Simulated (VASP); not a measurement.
# CaF in VASP: notebook, part 2 of 2

VASP 6.6.1.

## Step 3: Relaxation of cell and atoms, PBE

This run uses another cell than the first one: it holds 4 atoms, not 8.

Input file INCAR:

```
ALGO = Normal ; EDIFF = 1E-7
EDIFFG = -0.01 ; ENCUT = 600
GGA = PE ; GGA_COMPAT = F
IBRION = 2 ; ISIF = 3
ISMEAR = 0 ; LASPH = T
LCHARG = F ; LREAL = F
LWAVE = F ; NELM = 120
NELMIN = 4 ; NSW = 100
PREC = Accurate ; SIGMA = 0.1
```

Input file KPOINTS:

```
k-points
0
Gamma
  12 12 8
```

Input file POSCAR:

```
CaF
1.0
    3.9447413548      0.0000000000      0.0000000000
    0.0000000000      3.9447413548      0.0000000000
    0.0000000000      0.0000000000      5.6855348092
Ca F
2 2
Direct
    0.5000000000      0.0000000000      0.7734864823
    0.0000000000      0.5000000000      0.2265135177
    0.0000000000      0.0000000000      0.0000000000
    0.5000000000      0.5000000000      0.0000000000
```

Potentials or basis: VASP PAW PBE potentials, release 64 (Ca_sv, F).

Started as:

```
$ cat potpaw_PBE.64/Ca_sv/POTCAR potpaw_PBE.64/F/POTCAR > POTCAR
$ mpirun -np 1 vasp_std > vasp.out
```

OUTCAR:

```text
EDIFF = 1E-7
   EDIFFG = -0.01
   ENCUT = 600
   GGA = PE
   IBRION = 2
   ISIF = 3
   ISMEAR = 0
   LASPH = T
   LREAL = F
   NELM = 120
   NELMIN = 4
   NSW = 100
   PREC = Accurate

 ion  position               nearest neighbor table
   1  0.500  0.000  0.773-   3 2.36   4 2.36   4 2.36   3 2.36
   2  0.000  0.500  0.227-   3 2.36   4 2.36   3 2.36   4 2.36
   3  0.000  0.000  0.000-   1 2.36   2 2.36   2 2.36   1 2.36
   4  0.500  0.500  0.000-   1 2.36   2 2.36   1 2.36   2 2.36

  LATTYP: Found a simple tetragonal cell.
 ALAT       =     3.9447413548
 C/A-ratio  =     1.4412947004

  Lattice vectors:

 A1 = (   3.9447413548,   0.0000000000,   0.0000000000)
 A2 = (   0.0000000000,   3.9447413548,   0.0000000000)
 A3 = (   0.0000000000,   0.0000000000,   5.6855348092)

Analysis of symmetry for initial positions (statically):
=====================================================================
 Subroutine PRICEL returns:
 Original cell was already a primitive cell.

 Routine SETGRP: Setting up the symmetry group for a
 simple tetragonal supercell.

 Subroutine GETGRP returns: Found 16 space group operations
 (whereof  8 operations were pure point group operations)
 out of a pool of 16 trial point group operations.

The static configuration has the point symmetry D_2d.
 The point group associated with its full space group is D_4h.

Analysis of symmetry for dynamics (positions and initial velocities):
=====================================================================
 Subroutine PRICEL returns:
 Original cell was already a primitive cell.

 Routine SETGRP: Setting up the symmetry group for a
 simple tetragonal supercell.

 Subroutine GETGRP returns: Found 16 space group operations
 (whereof  8 operations were pure point group operations)
 out of a pool of 16 trial point group operations.

The dynamic configuration has the point symmetry D_2d.
 The point group associated with its full space group is D_4h.

[... 128 lines left out ...]
   LHFCALC =     F    Hartree Fock is set to
   AEXX    =    0.0000 exact exchange contribution
   IVDW    =     0    specifies the selected vdW correction
   LEPSILON=     F    determine dielectric tensor
   LRPA    =     F    only Hartree local field effects (RPA)
 conjugate gradient relaxation of ions
 non-spin polarized calculation
 Gauss-broadening in eV      SIGMA  =   0.10
  energy-cutoff  :      600.00
  volume of cell :       88.47
 maximum number of plane-waves:      2976
 NGX is ok and might be reduce to    32

--------------------------------------- Ionic step        1  -------------------------------------------

 number of electron      33.9999989 magnetization

 Free energy of the ion-electron system (eV)
  ---------------------------------------------------
  ext. energy  EPLUGINS =         0.00000000
  ---------------------------------------------------
  free energy    TOTEN  =       -19.08045876 eV

  energy without entropy =      -19.07544329  energy(sigma->0) =      -19.07795102

------------------------ aborting loop because EDIFF is reached ----------------------------------------

  FORCE on cell =-STRESS in cart. coord.  units (eV):
  Direction    XX          YY          ZZ          XY          YZ          ZX
  --------------------------------------------------------------------------------------
  -------------------------------------------------------------------------------------
  Total        0.0272575      0.0272575      0.1208940      0.0000000      0.0000000      0.0000000
  in kB        0.4936145      0.4936145      2.1893090      0.0000000      0.0000000      0.0000000
  external PRESSURE =       1.0588460 kB  Pullay stress =       0.0000000 kB
[... 177 lines left out ...]
--------------------------------------- Ionic step        6  -------------------------------------------

 number of electron      33.9999985 magnetization

 Free energy of the ion-electron system (eV)
  ---------------------------------------------------
  ext. energy  EPLUGINS =         0.00000000
  ---------------------------------------------------
  free energy    TOTEN  =       -19.08100769 eV

  energy without entropy =      -19.07602858  energy(sigma->0) =      -19.07851814

 E-fermi :   3.2181     XC(G=0):  -8.4367

 val. band max:        3.1865012655   @ k =   0.5000   0.2500   0.2500
 cond. band min:       3.2269812525   @ k =   0.4167   0.0000   0.1250
 fundamental gap:      0.0404799870
 Fermi energy:         3.2181471046

 k-point     1 :       0.0000    0.0000    0.0000
  band No.  band energies     occupation
      1     -39.0311      2.00000
      2     -39.0024      2.00000
      3     -23.1087      2.00000
      4     -22.4202      2.00000
      5     -20.0538      2.00000
      6     -20.0538      2.00000
[... 565 lines left out ...]
     20       4.7157      0.00000
     21       6.6540      0.00000

 [... further k-points ...]

------------------------ aborting loop because EDIFF is reached ----------------------------------------

  FORCE on cell =-STRESS in cart. coord.  units (eV):
  Direction    XX          YY          ZZ          XY          YZ          ZX
  --------------------------------------------------------------------------------------
  -------------------------------------------------------------------------------------
  Total       -0.0033280     -0.0033280      0.0011198      0.0000000      0.0000000      0.0000000
  in kB       -0.0602732     -0.0602732      0.0202812      0.0000000      0.0000000      0.0000000
  external PRESSURE =      -0.0334217 kB  Pullay stress =       0.0000000 kB
[... 19 lines left out ...]
  FREE ENERGIE OF THE ION-ELECTRON SYSTEM (eV)
  ---------------------------------------------------
  free  energy   TOTEN  =       -19.0810076894 eV

  energy  without entropy=      -19.0760285829  energy(sigma->0) =      -19.07851814

 reached required accuracy - stopping structural energy minimisation
```

It took 11 min on 1 thread of AMD EPYC 9R45 (Zen 5), shared host; peak memory 0.4 GiB.

What came out:

| Property | Result |
| --- | --- |
| Free energy | -19.0810 eV |
| Energy gained by relaxing | 0.1 meV/atom |
| Ionic steps | 6 |
| Pressure after relaxing | 0.0 GPa |
| Band gap on the k mesh | zero (bands 17 and 18 overlap by 1.30 eV) |

Step by step:
| step | energy change (eV) | largest force (eV/Å) | pressure (GPa) | volume (Å³) |
| --- | --- | --- | --- | --- |
| 1 | 0.0000 | 0.0613 | 0.11 | 88.47 |
| 2 | -0.0003 | 0.0237 | -0.04 | 88.66 |
| 3 | -0.0004 | 0.0055 | -0.11 | 88.75 |
| 4 | -0.0004 | 0.0097 | -0.09 | 88.73 |
| 5 | -0.0005 | 0.0052 | -0.05 | 88.60 |
| 6 | -0.0005 | 0.0001 | 0.00 | 88.47 |

Final structure:
```
Ca F
1.0
     3.93917    0.00000    0.00000
     0.00000    3.93917    0.00000
     0.00000    0.00000    5.70117
Ca F
2 2
Direct
  0.50000 0.00000 0.77228
  0.00000 0.50000 0.22772
  0.00000 0.00000 0.00000
  0.50000 0.50000 0.00000
```
